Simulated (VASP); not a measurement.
Runs of VASP 6.6.1 on Si. The structure is that of space group I4/mmm (No. 139), or close to it. The cells are those of the table. 

| cell | gap on the mesh (eV) | pressure (GPa) | largest force (eV/Å) |
| --- | --- | --- | --- |
| a = 4.968 Å, angles 98.2, 98.2, 135.5°, 4 atoms | (b) | 4.5 | 0.07 |
| a = 5.022 Å, angles 97.8, 97.8, 136.7°, 4 atoms | 0.17 | 3.2 | 0.35 |
| a = 4.914 Å, angles 98.7, 98.7, 134.3°, 4 atoms | none | 6.2 | 0.56 |
| a = 4.957 Å, angles 98.0, 98.0, 136.1°, 4 atoms | 0.03 | 6.3 | 0.13 |
| a = 4.903 Å, angles 98.5, 98.5, 134.9°, 4 atoms | none | 7.9 | 0.35 |
| a = 4.925 Å, angles 98.9, 98.9, 133.7°, 4 atoms | none | 4.6 | 0.74 |
| a = 5.066 Å, angles 98.7, 98.7, 134.3°, 4 atoms | none | -2.4 | 0.27 |
| a = 4.892 Å, angles 98.2, 98.2, 135.5°, 4 atoms | none | 9.9 | 0.14 |
| a = 4.979 Å, angles 98.4, 98.4, 134.9°, 4 atoms | 0.04 | 2.9 | 0.24 |
| a = 4.937 Å, angles 99.1, 99.1, 133.1°, 4 atoms | none | (a) | 0.88 |

Alike in all rows: task single point; level LDA; potentials or basis VASP PAW LDA potentials, release 64 (Si); no spin polarisation; k mesh 10 × 10 × 10; cutoff (eV) 520; smearing gaussian 0.03 eV.

**Question.** Estimate the missing entries.

**Answer.** (a) 3.1; (b) 0.05.

Caveats: semilocal functionals underestimate gaps, and a narrow one can read as zero; the cell stands under pressure (at least some runs); the stress differs along the axes, from 1 to 7 GPa (at least some runs); the stress differs along the axes, from 2 to 8 GPa (at least some runs); the stress differs along the axes, from -1 to 7 GPa (at least some runs); the stress differs along the axes, from -6 to -1 GPa (at least some runs); the stress differs along the axes, from -4 to 7 GPa (at least some runs).

A k mesh can miss the band edges.

A gap of «none» marks levels without a gap at the run's occupations.
